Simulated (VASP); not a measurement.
A run of VASP 6.6.1:

File INCAR:

```
SYSTEM = C
PREC = Accurate
ENCUT = 520
EDIFF = 1E-7
ISMEAR = -1
SIGMA = 0.05
LREAL = .False.
LASPH = .True.
NELM = 60
ALGO = Normal
ISIF = 2
LWAVE = .False.
LCHARG = .False.
NBANDS = 11
```

The input KPOINTS:

```
regular mesh
0
Gamma
  13 13 8
  0 0 0
```

File POSCAR:

```
C
1.0
    2.1690430626     -1.2523725254      0.0000000000
    2.1690430626      1.2523725254      0.0000000000
   -1.4061170787      0.0000000000      3.5715304629
C
2
Direct
    0.1666444700      0.1666444700      0.9999069600
    0.8333555300      0.8333555300      0.0000930400
```

Potentials or basis: VASP PAW LDA potentials, release 64 (C).

The run is started by

```sh
$ cat potpaw_LDA.64/C/POTCAR > POTCAR
$ mpirun -np 1 vasp_std > vasp.out
```

Hardware: 1 thread of Intel Xeon 6975P-C, on a shared host.

Problem. How long does it take, and how much memory?

Solution. Wall time 48 s on 1 thread of Intel Xeon 6975P-C (shared host), peak memory 0.16 GiB. Counts: scf iterations 12, k points 371.
